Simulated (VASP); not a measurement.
# BaS (Fm-3m) in VASP: further runs, part 2 of 2

VASP 6.6.1. The steps go on from the part before.

**4. Single point, RPBE+D4**

This run uses another cell than the first one, of 32.58 Å³/atom, 1.048 times its volume.

File INCAR:

```
  PREC = Accurate
  ENCUT = 520
  EDIFF = 1E-6
  ISMEAR = 0
  SIGMA = 0.05
  LREAL = F
  LASPH = T
  NELM = 60
  ALGO = Normal
  ISIF = 2
  LWAVE = F
  LCHARG = F
  GGA = RP
  IVDW = 13
  NBANDS = 15
```

File KPOINTS:

```
regular mesh
0
Gamma
  6 6 6
```

File POSCAR:

```
BaS
1.0
    0.0000000000      3.1937508250      3.1937508250
    3.1937508250      0.0000000000      3.1937508250
    3.1937508250      3.1937508250      0.0000000000
Ba S
1 1
Direct
    0.5000000000      0.5000000000      0.5000000000
    0.0000000000      0.0000000000      0.0000000000
```

Potentials or basis: VASP PAW PBE potentials, release 64 (Ba_sv, S).

The run is started by

```sh
$ cat potpaw_PBE.64/Ba_sv/POTCAR potpaw_PBE.64/S/POTCAR > POTCAR
$ mpirun -np 1 vasp_std > vasp.out
```

OUTCAR:

```text
PREC = Accurate
   ENCUT = 520
   EDIFF = 1E-6
   ISMEAR = 0
   LREAL = F
   LASPH = T
   NELM = 60
   ISIF = 2
   GGA = RP
   IVDW = 13

 ion  position               nearest neighbor table
   1  0.500  0.500  0.500-   2 3.19   2 3.19   2 3.19   2 3.19   2 3.19   2 3.19
   2  0.000  0.000  0.000-   1 3.19   1 3.19   1 3.19   1 3.19   1 3.19   1 3.19

  LATTYP: Found a face centered cubic cell.
 ALAT       =     6.3875016500

  Lattice vectors:

[... 466 lines left out ...]

  DFT-D4 for vdW energy calculation

  Edisp (eV):   -0.78328

  FORCE on cell =-STRESS in cart. coord.  units (eV):
  Direction    XX          YY          ZZ          XY          YZ          ZX
  --------------------------------------------------------------------------------------
  -------------------------------------------------------------------------------------
  Total       0.42896     0.42896     0.42896    -0.00000     0.00000    -0.00000
  in kB      10.54861    10.54861    10.54861    -0.00000     0.00000    -0.00000
  external pressure =       10.55 kB  Pullay stress =        0.00 kB

 VOLUME and BASIS-vectors are now :
 -----------------------------------------------------------------------------
  energy-cutoff  :      520.00
  volume of cell :       65.15
      direct lattice vectors                 reciprocal lattice vectors
     0.000000000  3.193750825  3.193750825    -0.156555733  0.156555733  0.156555733
     3.193750825  0.000000000  3.193750825     0.156555733 -0.156555733  0.156555733
     3.193750825  3.193750825  0.000000000     0.156555733  0.156555733 -0.156555733

 POSITION                                       TOTAL-FORCE (eV/Angst)
 -----------------------------------------------------------------------------------
      3.19375      3.19375      3.19375        -0.000000      0.000000     -0.000000
      0.00000      0.00000      0.00000         0.000000      0.000000      0.000000
 -----------------------------------------------------------------------------------
    total drift:                                0.000000      0.000000      0.000000

  FREE ENERGIE OF THE ION-ELECTRON SYSTEM (eV)
  ---------------------------------------------------
  free  energy   TOTEN  =       -10.3956186660 eV

  energy  without entropy=      -10.3956186660  energy(sigma->0) =      -10.39561867
```

OSZICAR:

```text
N       E                     dE             d eps       ncg     rms          rms(c)
DAV:   1     0.808843447758E+02    0.80884E+02   -0.65888E+03   480   0.890E+02
DAV:   2    -0.508687184472E+01   -0.85971E+02   -0.78410E+02   660   0.175E+02
DAV:   3    -0.989666574732E+01   -0.48098E+01   -0.47793E+01   666   0.427E+01
DAV:   4    -0.100470706193E+02   -0.15040E+00   -0.15037E+00   621   0.576E+00
DAV:   5    -0.100481186444E+02   -0.10480E-02   -0.10480E-02   642   0.542E-01    0.526E+00
DAV:   6    -0.956322518330E+01    0.48489E+00   -0.66701E-01   557   0.496E+00    0.360E+00
DAV:   7    -0.958051376880E+01   -0.17289E-01   -0.22004E-01   600   0.270E+00    0.246E+00
DAV:   8    -0.960668461026E+01   -0.26171E-01   -0.32125E-02   543   0.137E+00    0.298E-01
DAV:   9    -0.961011957814E+01   -0.34350E-02   -0.47935E-03   613   0.543E-01    0.164E-01
DAV:  10    -0.961203593988E+01   -0.19164E-02   -0.24496E-03   522   0.333E-01    0.430E-02
DAV:  11    -0.961232860793E+01   -0.29267E-03   -0.51885E-04   592   0.144E-01    0.137E-02
DAV:  12    -0.961234274049E+01   -0.14133E-04   -0.44489E-05   543   0.416E-02    0.620E-03
DAV:  13    -0.961234261978E+01    0.12071E-06   -0.12457E-06   555   0.817E-03
   1 F= -.10395619E+02 E0= -.10395619E+02  d E =-.117181E-17
```

Wall time 32 s (1 thread of Intel Xeon Platinum 8259CL at 2.50GHz (Skylake/Cascade Lake), shared host); peak memory 0.19 GiB.

Results:

```
Free energy                : -10.3956 eV
Pressure                   : 1.1 GPa
Band gap on the k mesh     : 2.25 eV, indirect (least direct gap 2.38 eV)
Dispersion energy per atom : -0.392 eV
```

Caveat: the PAW data sets were made with another functional, which shifts forces and pressure a little; spin-orbit coupling is left out, which moves the levels of the heavy elements.

**5. Single point, RPBE+D4**

This run uses another cell than the first one, of 32.71 Å³/atom, 1.052 times its volume.

File INCAR:

```
PREC = Accurate ; ENCUT = 520
EDIFF = 1E-7 ; ISMEAR = 0
SIGMA = 0.05 ; LREAL = False
LASPH = True ; NELM = 60
ALGO = Normal ; ISIF = 2
LWAVE = False ; LCHARG = True
GGA = RP ; IVDW = 13
LELF = True ; LVHAR = True
NBANDS = 15
```

KPOINTS is that of step 4.

File POSCAR:

```
BaS
1.0
    0.0000000000      3.1980034942      3.1980034942
    3.1980034942      0.0000000000      3.1980034942
    3.1980034942      3.1980034942      0.0000000000
Ba S
1 1
Direct
    0.5000000000      0.5000000000      0.5000000000
    0.0000000000      0.0000000000      0.0000000000
```

The run is started by

```sh
$ cat potpaw_PBE.64/Ba_sv/POTCAR potpaw_PBE.64/S/POTCAR > POTCAR
$ mpirun -np 1 vasp_std > vasp.out
```

It took 35 s on 1 thread of Intel Xeon Platinum 8259CL at 2.50GHz (Skylake/Cascade Lake), shared host; peak memory 0.2 GiB.

It converged, with:

```
Free energy                : -10.3972 eV
Pressure                   : 0.9 GPa
Band gap on the k mesh     : 2.26 eV, indirect (least direct gap 2.39 eV)
Dispersion energy per atom : -0.390 eV
```

Levels at points of the mesh, in eV from the valence-band top:
| k point | band 4 | band 5 | band 6 | band 7 | band 8 | band 9 | band 10 | band 11 | band 12 | band 13 |
| --- | --- | --- | --- | --- | --- | --- | --- | --- | --- | --- |
| (0.00, 0.00, 0.00) | -11.20 | -10.34 | 0.00 | 0.00 | 0.00 | 3.81 | 3.97 | 3.97 | 3.97 | 4.83 |
| (0.50, 0.00, 0.00) | -11.23 | -9.15 | -1.87 | -1.07 | -1.07 | 5.64 | 5.86 | 6.36 | 6.36 | 8.91 |
| (0.50, 0.50, 0.00) | -11.38 | -10.25 | -0.51 | -0.14 | -0.14 | 2.26 | 5.93 | 6.11 | 7.51 | 7.51 |

Caveat: the PAW data sets were made with another functional, which shifts forces and pressure a little; spin-orbit coupling is left out, which moves the levels of the heavy elements.

**6. Single point, RPBE+D4**

This run uses another cell than the first one, of 32.94 Å³/atom, 1.059 times its volume.

File INCAR:

```
PREC = Accurate
ENCUT = 520
EDIFF = 1E-6
ISMEAR = 0
SIGMA = 0.05
LREAL = F
LASPH = T
NELM = 60
ALGO = Normal
ISIF = 2
LWAVE = F
LCHARG = T
GGA = RP
IVDW = 13
LELF = T
LVHAR = T
NBANDS = 15
```

KPOINTS is that of step 5.

File POSCAR:

```
BaS
1.0
    0.0000000000      3.2055428126      3.2055428126
    3.2055428126      0.0000000000      3.2055428126
    3.2055428126      3.2055428126      0.0000000000
Ba S
1 1
Direct
    0.5000000000      0.5000000000      0.5000000000
    0.0000000000      0.0000000000      0.0000000000
```

Potentials or basis: VASP PAW PBE potentials, release 64 (Ba_sv, S).

The run is started by

```sh
$ cat potpaw_PBE.64/Ba_sv/POTCAR potpaw_PBE.64/S/POTCAR > POTCAR
$ mpirun -np 1 vasp_std > vasp.out
```

It took 29 s on 1 thread of Intel Xeon Platinum 8259CL at 2.50GHz (Skylake/Cascade Lake), shared host; peak memory 0.2 GiB.

Results (log left out):

| Property | Result |
| --- | --- |
| Free energy | -10.3994 eV |
| Pressure | 0.6 GPa |
| Band gap on the k mesh | 2.27 eV, indirect (least direct gap 2.41 eV) |
| Dispersion energy per atom | -0.387 eV |

Levels at points of the mesh, in eV from the valence-band top:
```tsv
k point	band 6	band 7	band 8	band 9	band 10	band 11
(0.00, 0.00, 0.00)	0.00	0.00	0.00	3.78	3.96	3.96
(0.50, 0.00, 0.00)	-1.85	-1.05	-1.05	5.61	5.84	6.33
(0.50, 0.50, 0.00)	-0.52	-0.14	-0.14	2.27	5.91	6.07
```

Caveat: the PAW data sets were made with another functional, which shifts forces and pressure a little; spin-orbit coupling is left out, which moves the levels of the heavy elements. As with any semilocal functional, this RPBE gap is likely too small.

**7. The runs side by side**

```tsv
level	cell	gap on the mesh (eV)	pressure (GPa)
PBEsol	a = 4.447 Å, angles 60.0°, 2 atoms	1.89	1.7
PBE	a = 4.517 Å, angles 60.0°, 2 atoms	2.11	1.4
RPBE+D4	a = 4.517 Å, angles 60.0°, 2 atoms	2.25	1.1
RPBE+D4	a = 4.523 Å, angles 60.0°, 2 atoms	2.26	0.9
RPBE+D4	a = 4.533 Å, angles 60.0°, 2 atoms	2.27	0.6
```

Alike in all rows: task single point; potentials or basis VASP PAW PBE potentials, release 64 (Ba_sv, S); no spin polarisation; k mesh 6 × 6 × 6; cutoff (eV) 520; smearing gaussian 0.05 eV.

Caveats: spin-orbit coupling is left out, which moves the levels of the heavy elements; the PAW data sets were made with another functional, which shifts forces and pressure a little (some runs).

Absolute energies hang on the potentials; compare differences alone.
